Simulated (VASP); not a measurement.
Runs of VASP 6.6.1 on H. The structure is that of space group P6_3/mmc (No. 194), or close to it. The cells are those of the table. 

| cell | gap on the mesh (eV) | pressure (GPa) | largest force (eV/Å) |
| --- | --- | --- | --- |
| a = 3.648, b = 3.648, c = 5.299 Å, angles 90.0, 90.0, 120.0°, 4 atoms | 8.60 | (c) | (d) |
| a = 3.840, b = 3.840, c = 5.173 Å, angles 90.0, 90.0, 120.0°, 4 atoms | 9.13 | -0.5 | 0.33 |
| a = 3.936, b = 3.936, c = 5.173 Å, angles 90.0, 90.0, 120.0°, 4 atoms | 9.25 | -0.5 | 0.33 |
| a = 4.032, b = 4.032, c = 4.920 Å, angles 90.0, 90.0, 120.0°, 4 atoms | 9.89 | 1.0 | 1.02 |
| a = 3.840, b = 3.840, c = 4.920 Å, angles 90.0, 90.0, 120.0°, 4 atoms | 9.69 | 1.1 | 1.01 |
| a = 3.936, b = 3.936, c = 4.920 Å, angles 90.0, 90.0, 120.0°, 4 atoms | 9.83 | 1.1 | 1.02 |
| a = 4.032, b = 4.032, c = 4.794 Å, angles 90.0, 90.0, 120.0°, 4 atoms | 10.01 | (b) | 1.82 |
| a = 3.744, b = 3.744, c = 4.794 Å, angles 90.0, 90.0, 120.0°, 4 atoms | 9.86 | (a) | 1.82 |

Alike in all rows: task single point; level PBE; potentials or basis VASP PAW PBE potentials, release 64 (H); no spin polarisation; k mesh 9 × 9 × 6; cutoff (eV) 520; smearing gaussian 0.05 eV.

Fill in the values left out.

(a) 2.3; (b) 1.9; (c) -1.3; (d) 0.90.

Caveats: forces of over 1 eV/Å act on the atoms, so gaps and moduli don't describe the material at rest (some runs).

A k mesh can miss the band edges.
